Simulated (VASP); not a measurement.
## Hf4Br: single point with PBE

Crystal: Hf4Br.

```
Hf Br
1.0
     3.67910    0.00000    0.00000
     0.00000    3.67910    0.00000
     0.00000    0.00000    9.30971
Hf Br
4 1
Direct
  0.00000 0.00000 0.50000
  0.50000 0.50000 0.00000
  0.50000 0.50000 0.67129
  0.50000 0.50000 0.32871
  0.00000 0.00000 0.00000
```

The cell was generated, and may not be a known phase.

```yaml
Program: VASP 6.6.1
Task: single point
Functional: PBE
Potentials_or_basis: VASP PAW PBE potentials, release 64 (Hf_pv, Br)
Cutoff: 520 eV
k_mesh: 6 × 6 × 2
Occupations: gaussian, width 0.1 eV
Spin: no spin polarisation
```

* Pressure: -0.3 GPa
* Largest force: 0.041 eV/Å
* Band gap on the k mesh: zero (an odd number of electrons rules out a gap without spin polarisation)

Forces on the atoms (eV/Å):
```
Hf   0.000  0.000  0.000
Hf   0.000  0.000  0.000
Hf   0.000  0.000 -0.041
Hf   0.000  0.000  0.041
Br   0.000  0.000  0.000
```

Stress tensor (GPa, compression positive):
```
-0.40  0.00  0.00
 0.00 -0.40  0.00
 0.00  0.00 -0.23
```

Levels at points of the mesh, in eV from the Fermi level:
```csv
k point,band 19,band 20,band 21,band 22,band 23,band 24,band 25,band 26,band 27,band 28
"(0.00, 0.00, 0.00)",-2.61,-2.02,-1.93,-1.64,0.02,0.08,0.65,0.65,1.10,1.27
"(0.50, 0.00, 0.00)",-2.64,-0.81,-0.70,-0.26,0.07,0.64,0.74,0.99,1.22,1.67
"(0.50, 0.50, 0.00)",-1.51,-1.51,-0.44,-0.44,-0.16,-0.10,-0.10,-0.10,1.33,2.08
"(0.00, 0.00, 0.50)",-2.73,-2.10,-1.50,-1.13,0.08,0.11,0.47,0.47,1.09,1.26
"(0.50, 0.00, 0.50)",-2.67,-0.91,-0.35,-0.13,-0.09,0.09,0.11,1.41,1.63,1.67
"(0.50, 0.50, 0.50)",-1.64,-1.64,-1.10,-0.44,-0.12,-0.12,-0.08,-0.08,1.33,1.64
```

Wall time 57 s on 1 thread of Intel(R) Xeon(R) 6975P-C (Granite Rapids) (shared host), peak memory 0.26 GiB.

Caveat: spin-orbit coupling is left out, which moves the levels of the heavy elements; an odd number of electrons without spin polarisation forces a metal; a magnetic or distorted state may lie lower.
